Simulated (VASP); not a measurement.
# LiCl (I4/mmm) in VASP: a series of runs

LiCl is run at these levels: LDA; tasks: single point.

Program: VASP 6.6.1. These are calculated values, not measurements. Logs are shortened: lines on timing, memory, paths and dates and some standing lists are left out, and cuts for length are marked.

## Step 1: The cell of the first run

The structure is tetragonal, space group I4/mmm (No. 139). Conventional cell: a = 3.627 Å, b = 3.627 Å, c = 4.873 Å, α = 90.00°, β = 90.00°, γ = 90.00°. Li (site symmetry 4/mmm) has 6 Cl at 2.44 to 2.56 Å within 3.2 Å. Cl (site symmetry 4/mmm) has 6 Li at 2.44 to 2.56 Å within 3.2 Å.

## Step 2: Single point, LDA (strain +0.000 along x and y, -0.050 along z)

The input, INCAR:

```
ALGO = Normal ; EDIFF = 1E-6
ENCUT = 520 ; ISIF = 2
ISMEAR = 0 ; LASPH = True
LCHARG = False ; LREAL = False
LWAVE = False ; NBANDS = 12
NELM = 80 ; PREC = Accurate
SIGMA = 0.05
```

The input, KPOINTS:

```
k-points
0
Gamma
  8 8 8
```

The input, POSCAR:

```
LiCl
1.0
    0.0000000000      2.5647600000      2.4365220000
    2.5647600000      0.0000000000      2.4365220000
    2.5647600000      2.5647600000      0.0000000000
Li Cl
1 1
Direct
    0.0000000000      0.0000000000      0.0000000000
    0.5000000000      0.5000000000      0.5000000000
```

Potentials or basis: VASP PAW LDA potentials, release 64 (Li_sv, Cl).

Run with:

```
cat potpaw_LDA.64/Li_sv/POTCAR potpaw_LDA.64/Cl/POTCAR > POTCAR
mpirun -np 1 vasp_std > vasp.out
```

OUTCAR:

```text
EDIFF = 1E-6
   ENCUT = 520
   ISIF = 2
   ISMEAR = 0
   LASPH = True
   LREAL = False
   NELM = 80
   PREC = Accurate

 ion  position               nearest neighbor table
   1  0.000  0.000  0.000-   2 2.44   2 2.44   2 2.56   2 2.56   2 2.56   2 2.56
   2  0.500  0.500  0.500-   1 2.44   1 2.44   1 2.56   1 2.56   1 2.56   1 2.56

  LATTYP: Found a body centered tetragonal cell.
 ALAT       =     3.6271183762
 C/A-ratio  =     1.3435028843

  Lattice vectors:

 A1 = (   0.0000000000,  -2.5647600000,  -2.4365220000)
 A2 = (   0.0000000000,   2.5647600000,  -2.4365220000)
 A3 = (   2.5647600000,   0.0000000000,   2.4365220000)

Analysis of symmetry for initial positions (statically):
=====================================================================
 Subroutine PRICEL returns:
 Original cell was already a primitive cell.

 Routine SETGRP: Setting up the symmetry group for a
 body centered tetragonal supercell.

 Subroutine GETGRP returns: Found 16 space group operations
 (whereof 16 operations were pure point group operations)
 out of a pool of 16 trial point group operations.

The static configuration has the point symmetry D_4h.

Analysis of symmetry for dynamics (positions and initial velocities):
=====================================================================
 Subroutine PRICEL returns:
 Original cell was already a primitive cell.

 Routine SETGRP: Setting up the symmetry group for a
 body centered tetragonal supercell.

 Subroutine GETGRP returns: Found 16 space group operations
 (whereof 16 operations were pure point group operations)
 out of a pool of 16 trial point group operations.

The dynamic configuration has the point symmetry D_4h.

 Subroutine INISYM returns: Found 16 space group operations
 (whereof 16 operations are pure point group operations),
 and found     1 'primitive' translations

----------------------------------------------------------------------------------------

                                     Primitive cell

  volume of cell :      32.0549

  direct lattice vectors                    reciprocal lattice vectors
     0.000000000  2.564760000  2.436522000    -0.194950015  0.194950015  0.205210542
     2.564760000  0.000000000  2.436522000     0.194950015 -0.194950015  0.205210542
     2.564760000  2.564760000  0.000000000     0.194950015  0.194950015 -0.205210542

  length of vectors
     3.537602764  3.537602764  3.627118376     0.343689370  0.343689370  0.343689370

  position of ions in fractional coordinates (direct lattice)
     0.000000000  0.000000000  0.000000000
     0.500000000  0.500000000  0.500000000

  ion indices of the primitive-cell ions
   primitive index   ion index
                 1           1
                 2           2

----------------------------------------------------------------------------------------

 KPOINTS: k-points

Automatic generation of k-mesh.
 Grid dimensions read from file:
 generate k-points for:    8    8    8

 Generating k-lattice:

  Cartesian coordinates                     Fractional coordinates (reciprocal lattice)
    -0.024368752  0.024368752  0.025651318     0.125000000 -0.000000000  0.000000000
     0.024368752 -0.024368752  0.025651318    -0.000000000  0.125000000  0.000000000
     0.024368752  0.024368752 -0.025651318     0.000000000  0.000000000  0.125000000

  Length of vectors
     0.042961171  0.042961171  0.042961171

  Shift w.r.t. Gamma in fractional coordinates (k-lattice)
     0.000000000  0.000000000  0.000000000

 Subroutine IBZKPT returns following result:
 ===========================================

 Found     59 irreducible k-points:

 Following reciprocal coordinates:
            Coordinates               Weight
  0.000000  0.000000  0.000000      1.000000
  0.125000  0.000000  0.000000      8.000000
  0.250000  0.000000  0.000000      8.000000
  0.375000 -0.000000  0.000000      8.000000
  0.500000  0.000000  0.000000      4.000000
  0.125000  0.125000  0.000000      2.000000
[... 16 lines left out ...]
  0.250000  0.000000  0.125000     16.000000
  0.375000  0.000000  0.125000     16.000000
 [... further k-points ...]
   k-points           NKPTS =     59   k-points in BZ     NKDIM =     59   number of bands    NBANDS=     12
   number of dos      NEDOS =    301   number of ions     NIONS =      2
   total plane-waves  NPLWV =  21952
   dimension x,y,z NGX =    28 NGY =   28 NGZ =   28
   dimension x,y,z NGXF=    56 NGYF=   56 NGZF=   56
   ions per type =               1   1
   NGX,Y,Z   is equivalent  to a cutoff of  13.16, 13.16, 12.83 a.u.
   NGXF,Y,Z  is equivalent  to a cutoff of  26.32, 26.32, 25.67 a.u.
 SYSTEM =  unknown system
   PREC   = accura    normal or accurate (medium, high low for compatibility)
   ISTART =      0    job   : 0-new  1-cont  2-samecut
   ICHARG =      2    charge: 1-file 2-atom 10-const
   ISPIN  =      1    spin polarized calculation?
   LNONCOLLINEAR =      F non collinear calculations
   LSORBIT =      F    spin-orbit coupling
   LASPH  =      T    aspherical Exc in radial PAW
   ENCUT  =  520.0 eV  38.22 Ry    6.18 a.u.   6.58  6.58  6.74*2*pi/ulx,y,z
   NELM   =     80;   NELMIN=  2; NELMDL= -5     # of ELM steps
   EDIFF  = 0.1E-05   stopping-criterion for ELM
   LREAL  =      F    real-space projection
   EDIFFG = 0.1E-04   stopping-criterion for IOM
   NSW    =      0    number of steps for IOM
   IBRION =     -1    ionic relax: 0-MD 1-quasi-New 2-CG
   NFREE  =      0    steps in history (QN), initial steepest desc. (CG)
   ISIF   =      2    stress and relaxation
   ISYM   =      2    0-nonsym 1-usesym 2-fastsym
   POTIM  = 0.5000    time-step for ionic-motion
   TEBEG  =    0.0;   TEEND  =   0.0 temperature during run
   PSTRESS=    0.0 pullay stress
   NELECT =      10.0000    total number of electrons
   NUPDOWN=      -1.0000    fix difference up-down
   EMIN   =  10.00;   EMAX   =-10.00  energy-range for DOS
   EFERMI =   0.00;   METHOD = LEGACY
   ISMEAR =     0;   SIGMA  =   0.05  broadening in eV -4-tet -1-fermi 0-gaus
   EFERMI_NEDOS =   21; number of points for ismear=-14 and -15
   IALGO  =     38    algorithm
   IMIX   =      4    mixing-type and parameters
     AMIX     =   0.40;   BMIX     =  1.00
     AMIX_MAG =   1.60;   BMIX_MAG =  1.00
  volume/ion in A,a.u.               =      16.03       108.16
  Fermi-wavevector in a.u.,A,eV,Ry     =   1.110308  2.098178 16.773050  1.232784
  Thomas-Fermi vector in A             =   2.246858
   LORBIT       =      0    0 simple, 1 ext, 2 COOP (PROOUT), +10 PAW based schemes
   GGA     = CA    functional components
   LHFCALC =     F    Hartree Fock is set to
   AEXX    =    0.0000 exact exchange contribution
   IVDW    =     0    specifies the selected vdW correction
   LEPSILON=     F    determine dielectric tensor
   LRPA    =     F    only Hartree local field effects (RPA)
 non-spin polarized calculation
 Gauss-broadening in eV      SIGMA  =   0.05
  energy-cutoff  :      520.00
  volume of cell :       32.05
 maximum number of plane-waves:       883
 NGX is ok and might be reduce to    28
   NGX = 13   NGY = 13   NGZ = 13

 number of electron      10.0000000 magnetization

 number of electron       9.9999995 magnetization

 Free energy of the ion-electron system (eV)
  ---------------------------------------------------
  ext. energy  EPLUGINS =         0.00000000
  ---------------------------------------------------
  free energy    TOTEN  =        -8.08085950 eV

  energy without entropy =       -8.08085950  energy(sigma->0) =       -8.08085950

 E-fermi :   1.2394     XC(G=0):  -9.3811

 val. band max:        0.9065808369   @ k =   0.0000   0.0000   0.0000
 cond. band min:       7.1622161212   @ k =   0.0000   0.0000   0.0000
 fundamental gap:      6.2556352843
 Fermi energy:         1.2394376367

 k-point     1 :       0.0000    0.0000    0.0000
  band No.  band energies     occupation
      1     -41.5346      2.00000
      2     -12.6628      2.00000
      3       0.7305      2.00000
      4       0.9066      2.00000
      5       0.9066      2.00000
      6       7.1622      0.00000
      7      12.5024      0.00000
      8      12.5024      0.00000
      9      12.9562      0.00000
     10      14.9079      0.00000
     11      14.9079      0.00000
     12      15.1054      0.00000

 k-point     2 :       0.1250    0.0000    0.0000
  band No.  band energies     occupation
      1     -41.5340      2.00000
      2     -12.5768      2.00000
      3       0.2502      2.00000
      4       0.7774      2.00000
      5       0.8408      2.00000
      6       7.6271      0.00000
      7      11.8158      0.00000
      8      12.2762      0.00000
      9      12.7947      0.00000
     10      13.7052      0.00000
     11      14.0292      0.00000
     12      15.7742      0.00000

 k-point     3 :       0.2500    0.0000    0.0000
  band No.  band energies     occupation
      1     -41.5324      2.00000
      2     -12.3561      2.00000
      3      -0.9000      2.00000
      4       0.6916      2.00000
      5       0.7107      2.00000
      6       7.9290      0.00000
      7      11.0597      0.00000
      8      11.5619      0.00000
      9      11.8768      0.00000
     10      14.7592      0.00000
     11      14.7765      0.00000
     12      16.3930      0.00000
[... 286 lines left out ...]
 k-point    23 :       0.2500    0.0000    0.1250
  band No.  band energies     occupation
      1     -41.5326      2.00000
      2     -12.3729      2.00000
      3      -0.5644      2.00000
      4       0.4238      2.00000
      5       0.5707      2.00000
      6       8.5415      0.00000
      7      10.8159      0.00000
      8      11.0238      0.00000
      9      12.5275      0.00000
     10      13.6569      0.00000
     11      15.7799      0.00000
     12      17.0274      0.00000

 k-point    24 :       0.3750    0.0000    0.1250
  band No.  band energies     occupation
      1     -41.5311      2.00000
      2     -12.1314      2.00000
      3      -1.5610      2.00000
      4       0.2938      2.00000
      5       0.3998      2.00000
      6       8.3412      0.00000
      7      10.0909      0.00000
      8      11.4704      0.00000
      9      12.0224      0.00000
     10      15.1730      0.00000
     11      17.1958      0.00000
     12      17.8030      0.00000

 [... further k-points ...]
[... 5 lines left out ...]
  --------------------------------------------------------------------------------------
  -------------------------------------------------------------------------------------
  Total       -0.4697070     -0.4697070     -0.0208746      0.0000000      0.0000000     -0.0000000
  in kB      -23.4770637    -23.4770637     -1.0433623      0.0000000      0.0000000     -0.0000000
  external PRESSURE =     -15.9991632 kB  Pullay stress =       0.0000000 kB

 VOLUME and BASIS-vectors are now :
 -----------------------------------------------------------------------------
  energy-cutoff  :      520.00
  volume of cell :       32.05
      direct lattice vectors                 reciprocal lattice vectors
     0.000000000  2.564760000  2.436522000    -0.194950015  0.194950015  0.205210542
     2.564760000  0.000000000  2.436522000     0.194950015 -0.194950015  0.205210542
     2.564760000  2.564760000  0.000000000     0.194950015  0.194950015 -0.205210542

 POSITION                                       TOTAL-FORCE (eV/Angst)
 -----------------------------------------------------------------------------------
      0.00000      0.00000      0.00000        -0.000000      0.000000      0.000000
      2.56476      2.56476      2.43652         0.000000     -0.000000      0.000000
 -----------------------------------------------------------------------------------
    total drift:                                0.000000      0.000000      0.000000

  FREE ENERGIE OF THE ION-ELECTRON SYSTEM (eV)
  ---------------------------------------------------
  free  energy   TOTEN  =        -8.0808594977 eV

  energy  without entropy=       -8.0808594977  energy(sigma->0) =       -8.08085950
```

It took 34 s on 1 thread of AMD EPYC 7R13, shared host; peak memory 0.11 GiB.

What came out:

- Free energy: -8.0809 eV
- Band gap on the k mesh: 6.26 eV, direct

Levels at points of the mesh, in eV from the valence-band top:
| k point | band 3 | band 4 | band 5 | band 6 | band 7 | band 8 |
| --- | --- | --- | --- | --- | --- | --- |
| (0.00, 0.00, 0.00) | -0.18 | 0.00 | 0.00 | 6.26 | 11.60 | 11.60 |
| (0.50, 0.00, 0.00) | -3.16 | -0.41 | -0.27 | 6.40 | 8.96 | 9.43 |
| (0.50, 0.50, 0.00) | -3.28 | -1.41 | -1.41 | 7.65 | 7.71 | 13.00 |
| (0.50, 0.00, 0.50) | -3.30 | -1.42 | -1.05 | 7.76 | 7.98 | 12.24 |

Caveat: the cell differs from its parent crystal (strain +0.000 along x and y, -0.050 along z); the cutoff is under 1.25 times the usual one of these potentials, so pressure, stress and relaxed cells hold a basis-set (Pulay) error.

## Step 3: Single point, LDA (strain -0.050 along x and y, +0.025 along z)

The input, INCAR:

```
PREC = Accurate
ENCUT = 520
EDIFF = 1E-6
ISMEAR = 0
SIGMA = 0.05
LREAL = False
LASPH = True
NELM = 60
ALGO = Normal
ISIF = 2
LWAVE = False
LCHARG = False
NBANDS = 12
```

The input, KPOINTS:

```
regular mesh
0
Gamma
  8 8 8
```

The input, POSCAR:

```
LiCl
1.0
    0.0000000000      2.4365220000      2.6288790000
    2.4365220000      0.0000000000      2.6288790000
    2.4365220000      2.4365220000      0.0000000000
Li Cl
1 1
Direct
    0.0000000000      0.0000000000      0.0000000000
    0.5000000000      0.5000000000      0.5000000000
```

Potentials or basis: VASP PAW LDA potentials, release 64 (Li_sv, Cl).

Run with:

```
cat potpaw_LDA.64/Li_sv/POTCAR potpaw_LDA.64/Cl/POTCAR > POTCAR
mpirun -np 1 vasp_std > vasp.out
```

Run time: 31 s. Hardware: 1 thread of AMD EPYC 7R13, shared host; peak memory 0.11 GiB.

Results (log left out):

```
Free energy            : -8.0782 eV
Band gap on the k mesh : 6.35 eV, indirect (least direct gap 6.36 eV)
```

Levels at points of the mesh, in eV from the valence-band top:
```
           k point  band 2  band 3  band 4  band 5  band 6  band 7  band 8  band 9
(0.00, 0.00, 0.00)  -13.73   -0.18   -0.18    0.00    6.36   11.27   11.97   11.97
(0.50, 0.00, 0.00)  -13.03   -3.33   -0.53   -0.28    6.35    8.89    9.46   13.35
(0.50, 0.50, 0.00)  -12.83   -3.49   -1.22   -1.22    7.91    8.03   11.97   14.64
(0.50, 0.00, 0.50)  -12.65   -3.48   -1.78   -1.21    7.68    7.69   13.06   13.26
```

Caveat: the cell differs from its parent crystal (strain -0.050 along x and y, +0.025 along z); the cutoff is under 1.25 times the usual one of these potentials, so pressure, stress and relaxed cells hold a basis-set (Pulay) error.
